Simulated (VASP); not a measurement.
# TiCo3 (Pm-3m) in VASP: further runs

TiCo3 is run at these levels: PBEsol; tasks: single point.

Everything below comes from runs of VASP 6.6.1. Logs are shortened: lines on timing, memory, paths and dates and some standing lists are left out, and cuts for length are marked.

## 1. The cell of the first run

The structure is cubic, space group Pm-3m (No. 221). The conventional cell has a = 3.453 Å, b = 3.453 Å, c = 3.453 Å, α = 90.00°, β = 90.00°, γ = 90.00°. Ti (site symmetry m-3m) has 12 Co at 2.44 Å within 3.2 Å. Within 3.2 Å of Co (site symmetry 4/mmm) lie 4 Ti at 2.44 Å and 8 Co at 2.44 Å.

## 2. Single point, PBEsol, collinear spin, ferromagnetic start (10.29 Å³/atom)

Input file INCAR:

```
SYSTEM = TiCo3
PREC = Accurate
ENCUT = 520
EDIFF = 1E-7
ISMEAR = 0
SIGMA = 0.15
LREAL = .FALSE.
LASPH = .TRUE.
NELM = 150
ALGO = Fast
ISIF = 2
LWAVE = .FALSE.
LCHARG = .FALSE.
ISPIN = 2
MAGMOM = 0.9 1.98 1.98 1.98
LORBIT = 11
NUPDOWN = 6.84
LMAXMIX = 4
GGA = PS
NBANDS = 32
```

Input file KPOINTS:

```
regular mesh
0
G
  12 12 12
  0 0 0
```

Input file POSCAR:

```
TiCo3
1.0
    3.4529205823      0.0000000000      0.0000000000
    0.0000000000      3.4529205823      0.0000000000
    0.0000000000      0.0000000000      3.4529205823
Ti Co
1 3
Direct
    0.0000000000      0.0000000000      0.0000000000
    0.0000000000      0.5000000000      0.5000000000
    0.5000000000      0.0000000000      0.5000000000
    0.5000000000      0.5000000000      0.0000000000
```

Potentials or basis: VASP PAW PBE potentials, release 64 (Ti_sv, Co).

Started as:

```
$ cat potpaw_PBE.64/Ti_sv/POTCAR potpaw_PBE.64/Co/POTCAR > POTCAR
$ mpirun -np 1 vasp_std > vasp.out
```

OUTCAR:

```text
SYSTEM = TiCo3
   PREC = Accurate
   ENCUT = 520
   EDIFF = 1E-7
   ISMEAR = 0
   LREAL = .FALSE.
   LASPH = .TRUE.
   NELM = 150
   ISIF = 2
   ISPIN = 2
   LORBIT = 11
   NUPDOWN = 6.84
   GGA = PS

 ion  position               nearest neighbor table
   1  0.000  0.000  0.000-   2 2.44   3 2.44   4 2.44   2 2.44   3 2.44   2 2.44   4 2.44   2 2.44
                             3 2.44   4 2.44   3 2.44   4 2.44
   2  0.000  0.500  0.500-   1 2.44   3 2.44   4 2.44   1 2.44   4 2.44   1 2.44   3 2.44   1 2.44
                             3 2.44   4 2.44   4 2.44   3 2.44
   3  0.500  0.000  0.500-   1 2.44   2 2.44   4 2.44   1 2.44   4 2.44   2 2.44   4 2.44   4 2.44
                             1 2.44   2 2.44   1 2.44   2 2.44
   4  0.500  0.500  0.000-   1 2.44   2 2.44   3 2.44   2 2.44   3 2.44   1 2.44   3 2.44   3 2.44
                             1 2.44   2 2.44   2 2.44   1 2.44

  LATTYP: Found a simple cubic cell.
 ALAT       =     3.4529205823

  Lattice vectors:

 A1 = (   3.4529205823,   0.0000000000,   0.0000000000)
 A2 = (   0.0000000000,   3.4529205823,   0.0000000000)
 A3 = (   0.0000000000,   0.0000000000,   3.4529205823)

Analysis of symmetry for initial positions (statically):
=====================================================================
 Subroutine PRICEL returns:
 Original cell was already a primitive cell.

 Routine SETGRP: Setting up the symmetry group for a
 simple cubic supercell.

 Subroutine GETGRP returns: Found 48 space group operations
 (whereof 48 operations were pure point group operations)
 out of a pool of 48 trial point group operations.

The static configuration has the point symmetry O_h .

Analysis of symmetry for dynamics (positions and initial velocities):
=====================================================================
 Subroutine PRICEL returns:
 Original cell was already a primitive cell.

 Routine SETGRP: Setting up the symmetry group for a
 simple cubic supercell.

 Subroutine GETGRP returns: Found 48 space group operations
 (whereof 48 operations were pure point group operations)
 out of a pool of 48 trial point group operations.

The dynamic configuration has the point symmetry O_h .

Analysis of structural, dynamic, and magnetic symmetry:
=====================================================================
 Subroutine PRICEL returns:
 Original cell was already a primitive cell.

 Routine SETGRP: Setting up the symmetry group for a
 simple cubic supercell.

 Subroutine GETGRP returns: Found 48 space group operations
 (whereof 48 operations were pure point group operations)
 out of a pool of 48 trial point group operations.

The overall configuration has the point symmetry O_h .

 Subroutine INISYM returns: Found 48 space group operations
 (whereof 48 operations are pure point group operations),
 and found     1 'primitive' translations

----------------------------------------------------------------------------------------

                                     Primitive cell

  volume of cell :      41.1680

  direct lattice vectors                    reciprocal lattice vectors
     3.452920582  0.000000000  0.000000000     0.289609904  0.000000000  0.000000000
     0.000000000  3.452920582  0.000000000     0.000000000  0.289609904  0.000000000
     0.000000000  0.000000000  3.452920582     0.000000000  0.000000000  0.289609904

  length of vectors
     3.452920582  3.452920582  3.452920582     0.289609904  0.289609904  0.289609904

  position of ions in fractional coordinates (direct lattice)
     0.000000000  0.000000000  0.000000000
     0.000000000  0.500000000  0.500000000
     0.500000000  0.000000000  0.500000000
     0.500000000  0.500000000  0.000000000

  ion indices of the primitive-cell ions
   primitive index   ion index
                 1           1
                 2           2
                 3           3
                 4           4

----------------------------------------------------------------------------------------

 KPOINTS: regular mesh

Automatic generation of k-mesh.
 Grid dimensions read from file:
 generate k-points for:   12   12   12

 Generating k-lattice:

  Cartesian coordinates                     Fractional coordinates (reciprocal lattice)
     0.024134159  0.000000000  0.000000000     0.083333333  0.000000000  0.000000000
     0.000000000  0.024134159  0.000000000     0.000000000  0.083333333  0.000000000
     0.000000000  0.000000000  0.024134159     0.000000000  0.000000000  0.083333333

  Length of vectors
     0.024134159  0.024134159  0.024134159

  Shift w.r.t. Gamma in fractional coordinates (k-lattice)
     0.000000000  0.000000000  0.000000000

 Subroutine IBZKPT returns following result:
 ===========================================

 Found     84 irreducible k-points:

 Following reciprocal coordinates:
            Coordinates               Weight
  0.000000  0.000000  0.000000      1.000000
  0.083333  0.000000  0.000000      6.000000
  0.166667  0.000000  0.000000      6.000000
  0.250000  0.000000  0.000000      6.000000
  0.333333  0.000000  0.000000      6.000000
  0.416667  0.000000  0.000000      6.000000
[... 16 lines left out ...]
  0.333333  0.333333  0.000000     12.000000
  0.416667  0.333333  0.000000     24.000000
 [... further k-points ...]
   k-points           NKPTS =     84   k-points in BZ     NKDIM =     84   number of bands    NBANDS=     32
   number of dos      NEDOS =    301   number of ions     NIONS =      4
   total plane-waves  NPLWV =  21952
   dimension x,y,z NGX =    28 NGY =   28 NGZ =   28
   dimension x,y,z NGXF=    56 NGYF=   56 NGZF=   56
   ions per type =               1   3
   NGX,Y,Z   is equivalent  to a cutoff of  13.48, 13.48, 13.48 a.u.
   NGXF,Y,Z  is equivalent  to a cutoff of  26.96, 26.96, 26.96 a.u.
 SYSTEM =  TiCo3
   PREC   = accura    normal or accurate (medium, high low for compatibility)
   ISTART =      0    job   : 0-new  1-cont  2-samecut
   ICHARG =      2    charge: 1-file 2-atom 10-const
   ISPIN  =      2    spin polarized calculation?
   LNONCOLLINEAR =      F non collinear calculations
   LSORBIT =      F    spin-orbit coupling
   LASPH  =      T    aspherical Exc in radial PAW
   ENCUT  =  520.0 eV  38.22 Ry    6.18 a.u.   6.42  6.42  6.42*2*pi/ulx,y,z
   NELM   =    150;   NELMIN=  2; NELMDL= -5     # of ELM steps
   EDIFF  = 0.1E-06   stopping-criterion for ELM
   LREAL  =      F    real-space projection
   EDIFFG = 0.1E-05   stopping-criterion for IOM
   NSW    =      0    number of steps for IOM
   IBRION =     -1    ionic relax: 0-MD 1-quasi-New 2-CG
   NFREE  =      0    steps in history (QN), initial steepest desc. (CG)
   ISIF   =      2    stress and relaxation
   ISYM   =      2    0-nonsym 1-usesym 2-fastsym
   POTIM  = 0.5000    time-step for ionic-motion
   TEBEG  =    0.0;   TEEND  =   0.0 temperature during run
   PSTRESS=    0.0 pullay stress
   NELECT =      39.0000    total number of electrons
   NUPDOWN=       6.8400    fix difference up-down
   EMIN   =  10.00;   EMAX   =-10.00  energy-range for DOS
   EFERMI =   0.00;   METHOD = LEGACY
   ISMEAR =     0;   SIGMA  =   0.15  broadening in eV -4-tet -1-fermi 0-gaus
   EFERMI_NEDOS =   21; number of points for ismear=-14 and -15
   IALGO  =     68    algorithm
   IMIX   =      4    mixing-type and parameters
     AMIX     =   0.40;   BMIX     =  1.00
     AMIX_MAG =   1.60;   BMIX_MAG =  1.00
  volume/ion in A,a.u.               =      10.29        69.45
  Fermi-wavevector in a.u.,A,eV,Ry     =   1.607841  3.038379 35.173139  2.585153
  Thomas-Fermi vector in A             =   2.703806
   LORBIT       =     11    0 simple, 1 ext, 2 COOP (PROOUT), +10 PAW based schemes
   GGA     = PS    functional components
   LHFCALC =     F    Hartree Fock is set to
   AEXX    =    0.0000 exact exchange contribution
   IVDW    =     0    specifies the selected vdW correction
   LEPSILON=     F    determine dielectric tensor
   LRPA    =     F    only Hartree local field effects (RPA)
 spin polarized calculation
 RMM-DIIS sequential band-by-band and
 Gauss-broadening in eV      SIGMA  =   0.15
  energy-cutoff  :      520.00
  volume of cell :       41.17
 maximum number of plane-waves:      1141
 NGX is ok and might be reduce to    28
   NGX = 13   NGY = 13   NGZ = 13

 number of electron      38.9999985 magnetization       6.8399996

 Free energy of the ion-electron system (eV)
  ---------------------------------------------------
  ext. energy  EPLUGINS =         0.00000000
  ---------------------------------------------------
  free energy    TOTEN  =       -29.03200385 eV

  energy without entropy =      -28.95647916  energy(sigma->0) =      -28.99424150

 E-fermi :  11.3824     XC(G=0): -14.0435

 val. band max:       13.4355901495   @ k =   0.2500   0.2500   0.0833
 cond. band min:      11.3868182630   @ k =   0.5000   0.5000   0.2500
 fundamental gap:     -2.0487718864
 Fermi energy:        13.4431755326

 spin component 1

 k-point     1 :       0.0000    0.0000    0.0000
  band No.  band energies     occupation
      1     -43.5937      1.00000
      2     -20.0347      1.00000
      3     -20.0347      1.00000
      4     -20.0347      1.00000
      5       2.8268      1.00000
      6       6.0611      1.00000
[... 23 lines left out ...]
     30      24.4046      0.00000
     31      24.4047      0.00000

 k-point     2 :       0.0833    0.0000    0.0000
  band No.  band energies     occupation
      1     -43.5931      1.00000
      2     -20.0424      1.00000
      3     -20.0351      1.00000
      4     -20.0351      1.00000
      5       2.9295      1.00000
      6       6.1081      1.00000
[... 23 lines left out ...]
     30      24.3559      0.00000
     31      24.6905      0.00000

 k-point     3 :       0.1667    0.0000    0.0000
  band No.  band energies     occupation
      1     -43.5914      1.00000
      2     -20.0633      1.00000
      3     -20.0364      1.00000
      4     -20.0364      1.00000
      5       3.2317      1.00000
      6       6.2226      1.00000
[... 703 lines left out ...]
     30      24.1139      0.00000
     31      25.5659      0.00000

 k-point    24 :       0.4167    0.3333    0.0000
  band No.  band energies     occupation
      1     -43.5810      1.00000
      2     -20.1258      1.00000
      3     -20.1054      1.00000
      4     -20.0450      1.00000
      5       6.1372      1.00000
      6       7.2659      1.00000
[... 23 lines left out ...]
     30      24.2444      0.00000
     31      24.9461      0.00000

 [... further k-points ...]

 spin component 2

 k-point     1 :       0.0000    0.0000    0.0000
  band No.  band energies     occupation
      1     -42.9782      1.00000
      2     -19.4185      1.00000
      3     -19.4185      1.00000
      4     -19.4185      1.00000
      5       3.4117      1.00000
      6       7.4373      1.00000
[... 23 lines left out ...]
     30      25.3958      0.00000
     31      25.3961      0.00000

 k-point     2 :       0.0833    0.0000    0.0000
  band No.  band energies     occupation
      1     -42.9775      1.00000
      2     -19.4261      1.00000
      3     -19.4189      1.00000
      4     -19.4189      1.00000
      5       3.5146      1.00000
      6       7.4847      1.00000
[... 23 lines left out ...]
     30      25.3653      0.00000
     31      25.7211      0.00000

 k-point     3 :       0.1667    0.0000    0.0000
  band No.  band energies     occupation
      1     -42.9759      1.00000
      2     -19.4470      1.00000
      3     -19.4201      1.00000
      4     -19.4201      1.00000
      5       3.8180      1.00000
      6       7.5892      1.00000
[... 703 lines left out ...]
     30      25.0940      0.00000
     31      26.5100      0.00000

 k-point    24 :       0.4167    0.3333    0.0000
  band No.  band energies     occupation
      1     -42.9654      1.00000
      2     -19.5093      1.00000
      3     -19.4889      1.00000
      4     -19.4288      1.00000
      5       6.8036      1.00000
      6       8.2374      1.00000
[... 23 lines left out ...]
     30      25.2178      0.00000
     31      25.8151      0.00000

 [... further k-points ...]

 [bands above 31 left out]

------------------------ aborting loop because EDIFF is reached ----------------------------------------

  FORCE on cell =-STRESS in cart. coord.  units (eV):
  Direction    XX          YY          ZZ          XY          YZ          ZX
  --------------------------------------------------------------------------------------
  -------------------------------------------------------------------------------------
  Total       12.7406727     12.7406727     12.7406727      0.0000000     -0.0000000      0.0000000
  in kB      495.8418439    495.8418439    495.8418439      0.0000000     -0.0000000      0.0000000
  external PRESSURE =     495.8418439 kB  Pullay stress =       0.0000000 kB

 VOLUME and BASIS-vectors are now :
 -----------------------------------------------------------------------------
  energy-cutoff  :      520.00
  volume of cell :       41.17
      direct lattice vectors                 reciprocal lattice vectors
     3.452920582  0.000000000  0.000000000     0.289609904  0.000000000  0.000000000
     0.000000000  3.452920582  0.000000000     0.000000000  0.289609904  0.000000000
     0.000000000  0.000000000  3.452920582     0.000000000  0.000000000  0.289609904

 POSITION                                       TOTAL-FORCE (eV/Angst)
 -----------------------------------------------------------------------------------
      0.00000      0.00000      0.00000         0.000000      0.000000      0.000000
      0.00000      1.72646      1.72646         0.000000      0.000000      0.000000
      1.72646      0.00000      1.72646         0.000000      0.000000      0.000000
      1.72646      1.72646      0.00000         0.000000      0.000000      0.000000
 -----------------------------------------------------------------------------------
    total drift:                                0.000000      0.000000      0.000000

  FREE ENERGIE OF THE ION-ELECTRON SYSTEM (eV)
  ---------------------------------------------------
  free  energy   TOTEN  =       -29.0320038493 eV

  energy  without entropy=      -28.9564791579  energy(sigma->0) =      -28.99424150

 total charge

# of ion       s       p       d       tot
------------------------------------------
    1        2.284   6.272   2.179  10.735
    2        0.591   0.652   7.282   8.525
    3        0.591   0.652   7.282   8.525
    4        0.591   0.652   7.282   8.525
--------------------------------------------------
tot          4.057   8.229  24.024  36.310

 magnetization (x)

# of ion       s       p       d       tot
------------------------------------------
    1        0.010   0.058   0.617   0.685
    2        0.031   0.117   1.813   1.960
    3        0.031   0.117   1.813   1.960
    4        0.031   0.117   1.813   1.960
--------------------------------------------------
tot          0.102   0.408   6.055   6.565
```

Run time: 5.7 min. Hardware: 1 thread of Oxide Virtual Turin-like, shared host; peak memory 0.26 GiB.

Results:

```yaml
Free_energy: -29.0320 eV
Pressure: 49.6 GPa
Net_moment: 6.84 μB per cell
Site_moments: Ti +0.69; Co +1.96 μB
Valence_electrons_inside_the_program's_atomic_spheres: Ti 10.73; Co 8.53
```

Caveat: the cell stands under pressure; the PAW data sets were made with another functional, which shifts forces and pressure a little; the total moment is fixed, so each spin has its own Fermi level and the state may be an excited one.

(Continued in part 2 of 2.)
